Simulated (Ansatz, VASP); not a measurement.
## Li2TaO3 in VASP and in Ansatz

The input INCAR:

```
SYSTEM = Li2TaO3
PREC = Accurate
ENCUT = 600
EDIFF = 1E-6
ISMEAR = 0
SIGMA = 0.1
LREAL = .False.
LASPH = .True.
NELM = 80
ALGO = Normal
ISIF = 3
LWAVE = .False.
LCHARG = .False.
GGA = PE
IBRION = 2
NSW = 100
EDIFFG = -0.01
```

Contents of KPOINTS:

```
Automatic mesh
0
Gamma
  14 14 4
  0 0 0
```

Contents of POSCAR:

```
Li2TaO3
1.0
    2.8688479539      0.0000000000      0.0000000000
    0.0000000000      2.8688479539      0.0000000000
    0.0000000000      0.0000000000      8.9032219953
Li Ta O
2 1 3
Direct
    0.0000000000      0.0000000000      0.8525228887
    0.5000000000      0.5000000000      0.6235412202
    0.5000000000      0.5000000000      0.1635751149
    0.0000000000      0.0000000000      0.6504327516
    0.0000000000      0.0000000000      0.2487951261
    0.5000000000      0.5000000000      0.9611329085
```

Input for Ansatz:

```yaml
crystal:
  lattice:
    - [2.8688479539, 0.0, 0.0]
    - [0.0, 2.8688479539, 0.0]
    - [0.0, 0.0, 8.9032219953]
  atoms:
    - { symbol: Li, position: [0.0, 0.0, 0.8525228887] }
    - { symbol: Li, position: [0.5, 0.5, 0.6235412202] }
    - { symbol: Ta, position: [0.5, 0.5, 0.1635751149] }
    - { symbol: O, position: [0.0, 0.0, 0.6504327516] }
    - { symbol: O, position: [0.0, 0.0, 0.2487951261] }
    - { symbol: O, position: [0.5, 0.5, 0.9611329085] }
basis:
  ecutwfc: 420
kpoints:
  mp_grid: { grid: [14, 14, 4] }
hamiltonian:
  xc: pbe
scf:
  occupations: { method: gaussian, width: 0.1 }
output:
  forces: true
  stress: true
  eigenvalues: true
  write_density: true
  write_potential: true
  elf: true
  volumetric_format: npy
relax:
  adjacent_minimum: "off"
  f_tol: 0.01
  max_steps: 80
  cell: { stress_tol: 0.05 }
```

Change from the starting cell: species swapped into the MnAl2Cr3 type (P4mm, No. 99).

Alike in both runs: task relaxation of cell and atoms; functional PBE; k mesh 14 × 14 × 4; occupations gaussian, width 0.1 eV; no spin polarisation.

|  | VASP | Ansatz |
| --- | --- | --- |
| version | VASP 6.6.1 | Ansatz 0.2.0 |
| potentials or method | VASP PAW PBE potentials, release 64 (Li_sv, Ta_pv, O), cutoff 600 eV | scalar-relativistic, plane waves, PAW |
| valence electrons in the cell | 35 | 37 |

VASP gave:

| Item | Value |
| --- | --- |
| gap on the k mesh at the Fermi level, each at its own relaxed structure (eV) | none |
| relaxed volume (Å³/atom) | 12.14 |
| relaxed cell length with the largest relative difference (Å) | 8.814 |

Problem. What did Ansatz give for the same quantities?

Solution. gap on the k mesh at the Fermi level, each at its own relaxed structure (eV): none; relaxed volume (Å³/atom): 12.26; relaxed cell length with the largest relative difference (Å): 8.901.

A gap of «none» marks a metal or a gap that the smearing closes. VASP's potentials hold 35 valence electrons a cell and Ansatz's 37, so a difference there can come from the potentials and not from the codes.

Neither program's run includes spin-orbit coupling. Noted on VASP's run: the cutoff is short for stress, so the pressure is rough.
